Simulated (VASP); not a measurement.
# Al (Fm-3m) in VASP: further runs, part 2 of 2

VASP 6.6.1.

## Step 3: Relaxation of cell and atoms, LDA

INCAR

```
PREC = Accurate
ENCUT = 600
EDIFF = 1E-6
ISMEAR = -1
SIGMA = 0.1
LREAL = F
LASPH = T
NELM = 80
ALGO = Normal
ISIF = 3
LWAVE = F
LCHARG = F
GGA = CA
IBRION = 2
NSW = 60
EDIFFG = -0.03
```

KPOINTS

```
Automatic mesh
0
Gamma
  11 11 11
```

POSCAR

```
Al
1.0
    0.0000000000      1.9931970901      1.9931970901
    1.9931970901      0.0000000000      1.9931970901
    1.9931970901      1.9931970901      0.0000000000
Al
1
Direct
    0.0000000000      0.0000000000      0.0000000000
```

Potentials or basis: VASP PAW LDA potentials, release 64 (Al).

The run is started by

```
> cat potpaw_LDA.64/Al/POTCAR > POTCAR
> mpirun -np 1 vasp_std > vasp.out
```

OUTCAR:

```text
PREC = Accurate
   ENCUT = 600
   EDIFF = 1E-6
   ISMEAR = -1
   LREAL = F
   LASPH = T
   NELM = 80
   ISIF = 3
   GGA = CA
   IBRION = 2
   NSW = 60
   EDIFFG = -0.03

 ion  position               nearest neighbor table
   1  0.000  0.000  0.000-

  LATTYP: Found a face centered cubic cell.
 ALAT       =     3.9863941802

  Lattice vectors:

 A1 = (   0.0000000000,   1.9931970901,   1.9931970901)
 A2 = (   1.9931970901,   0.0000000000,   1.9931970901)
 A3 = (   1.9931970901,   1.9931970901,   0.0000000000)

Analysis of symmetry for initial positions (statically):
=====================================================================
 Subroutine PRICEL returns:
 Original cell was already a primitive cell.

 Routine SETGRP: Setting up the symmetry group for a
 face centered cubic supercell.

 Subroutine GETGRP returns: Found 48 space group operations
 (whereof 48 operations were pure point group operations)
 out of a pool of 48 trial point group operations.

The static configuration has the point symmetry O_h .

Analysis of symmetry for dynamics (positions and initial velocities):
=====================================================================
 Subroutine PRICEL returns:
 Original cell was already a primitive cell.

 Routine SETGRP: Setting up the symmetry group for a
 face centered cubic supercell.

 Subroutine GETGRP returns: Found 48 space group operations
 (whereof 48 operations were pure point group operations)
 out of a pool of 48 trial point group operations.

The dynamic configuration has the point symmetry O_h .

 Subroutine INISYM returns: Found 48 space group operations
 (whereof 48 operations are pure point group operations),
 and found     1 'primitive' translations

----------------------------------------------------------------------------------------

                                     Primitive cell

  volume of cell :      15.8373
[... 99 lines left out ...]
   NUPDOWN=      -1.0000    fix difference up-down
   EMIN   =  10.00;   EMAX   =-10.00  energy-range for DOS
   EFERMI =   0.00;   METHOD = LEGACY
   ISMEAR =    -1;   SIGMA  =   0.10  broadening in eV -4-tet -1-fermi 0-gaus
   EFERMI_NEDOS =   21; number of points for ismear=-14 and -15
   IALGO  =     38    algorithm
   IMIX   =      4    mixing-type and parameters
     AMIX     =   0.40;   BMIX     =  1.00
     AMIX_MAG =   1.60;   BMIX_MAG =  1.00
  volume/ion in A,a.u.               =      15.84       106.88
  Fermi-wavevector in a.u.,A,eV,Ry     =   0.940203  1.776726 12.027303  0.883982
  Thomas-Fermi vector in A             =   2.067591
   LORBIT       =      0    0 simple, 1 ext, 2 COOP (PROOUT), +10 PAW based schemes
   GGA     = CA    functional components
   LHFCALC =     F    Hartree Fock is set to
   AEXX    =    0.0000 exact exchange contribution
   IVDW    =     0    specifies the selected vdW correction
   LEPSILON=     F    determine dielectric tensor
   LRPA    =     F    only Hartree local field effects (RPA)
 conjugate gradient relaxation of ions
 non-spin polarized calculation
  energy-cutoff  :      600.00
  volume of cell :       15.84
 maximum number of plane-waves:       538
   NGX = 11   NGY = 11   NGZ = 11

 number of electron       3.0000000 magnetization

 Free energy of the ion-electron system (eV)
  ---------------------------------------------------
  ext. energy  EPLUGINS =         0.00000000
  ---------------------------------------------------
  free energy    TOTEN  =        -4.20633760 eV

  energy without entropy =       -4.19413488  energy(sigma->0) =       -4.20023624

 E-fermi :   8.2403     XC(G=0): -10.4962

 val. band max:        8.2105988635   @ k =  -0.4545   0.3636   0.0000
 cond. band min:       8.2544426525   @ k =   0.4545   0.1818   0.0909
 fundamental gap:      0.0438437890
 Fermi energy:         8.2402709802

 k-point     1 :       0.0000    0.0000    0.0000
  band No.  band energies     occupation
      1      -3.1622      2.00000
      2      21.0178      0.00000
      3      21.0178      0.00000
      4      21.0178      0.00000
      5      22.6568      0.00000
[... 177 lines left out ...]
 k-point    24 :      -0.1818    0.1818    0.0000
  band No.  band energies     occupation
      1      -0.7271      2.00000
      2      12.1041      0.00000
      3      13.6370      0.00000
      4      20.3167      0.00000
      5      22.4115      0.00000

 [... further k-points ...]
[... 5 lines left out ...]
  --------------------------------------------------------------------------------------
  -------------------------------------------------------------------------------------
  Total        0.0034165      0.0034165      0.0034165      0.0000000      0.0000000     -0.0000000
  in kB        0.3456306      0.3456306      0.3456306      0.0000000      0.0000000     -0.0000000
  external PRESSURE =       0.3456306 kB  Pullay stress =       0.0000000 kB

 VOLUME and BASIS-vectors are now :
 -----------------------------------------------------------------------------
  energy-cutoff  :      600.00
  volume of cell :       15.84
      direct lattice vectors                 reciprocal lattice vectors
     0.000000000  1.993197090  1.993197090    -0.250853266  0.250853266  0.250853266
     1.993197090  0.000000000  1.993197090     0.250853266 -0.250853266  0.250853266
     1.993197090  1.993197090  0.000000000     0.250853266  0.250853266 -0.250853266

 POSITION                                       TOTAL-FORCE (eV/Angst)
 -----------------------------------------------------------------------------------
      0.00000      0.00000      0.00000         0.000000     -0.000000     -0.000000
 -----------------------------------------------------------------------------------
    total drift:                                0.000000     -0.000000     -0.000000

  FREE ENERGIE OF THE ION-ELECTRON SYSTEM (eV)
  ---------------------------------------------------
  free  energy   TOTEN  =        -4.2063376023 eV

  energy  without entropy=       -4.1941348797  energy(sigma->0) =       -4.20023624

 reached required accuracy - stopping structural energy minimisation
```

It took 2.3 s on 1 thread of Intel Xeon Platinum 8259CL at 2.50GHz (Skylake/Cascade Lake), shared host; peak memory 0.12 GiB.

Results:

```yaml
Free_energy: -4.2063 eV
Pressure_after_relaxing: 0.0 GPa
```

Final structure:
```xyz
1
Lattice="0.0000 1.9932 1.9932 1.9932 0.0000 1.9932 1.9932 1.9932 0.0000" Properties=species:S:1:pos:R:3 pbc="T T T"
Al    0.0000    0.0000    0.0000
```

Levels at points of the mesh, in eV from the Fermi level:
```
           k point  band 1  band 2  band 3  band 4
(0.00, 0.00, 0.00)  -11.40   12.78   12.78   12.78
```

Caveat: the relaxation stopped at its first step, so nothing moved.
